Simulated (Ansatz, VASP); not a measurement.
**One calculation of InAs, two programs**

```xyz
2
Lattice="0.0360 2.8773 2.8773 2.9133 0.0000 2.9133 2.8773 2.8773 0.0360" Properties=species:S:1:pos:R:3 pbc="T T T"
In    2.9133    2.8773    2.9133
As    0.0000    0.0000    0.0000
```

Change from the starting cell: strain +0.0250 x Voigt [0, 0, 0, 0, 1, 0], atoms carried along.

Alike in both runs: task single point; functional r2SCAN; k mesh 14 × 14 × 14; occupations gaussian, width 0.15 eV; no spin polarisation.

|  | VASP | Ansatz |
| --- | --- | --- |
| version | VASP 6.6.1 | Ansatz 0.2.0 |
| potentials or method | VASP PAW PBE potentials, release 64 (In_d, As), cutoff 520 eV | scalar-relativistic, plane waves, PAW |
| valence electrons in the cell | 18 | 28 |

Ansatz gave:

- gap on the k mesh at the Fermi level (eV): none
- pressure (GPa): -2.4
- traceless stress, the component that is largest in VASP (GPa): -0.56

Task: Which values does VASP return?

Result: gap on the k mesh at the Fermi level (eV): none; pressure (GPa): -2.3; traceless stress, the component that is largest in VASP (GPa): -0.56.

VASP's potentials were made for PBE, not for r2SCAN. A gap of «none» marks a metal or a gap that the smearing closes. With one functional, cell and mesh, what is left measures potentials, basis and numerics. VASP's potentials hold 18 valence electrons a cell and Ansatz's 28, so a difference there can come from the potentials and not from the codes.
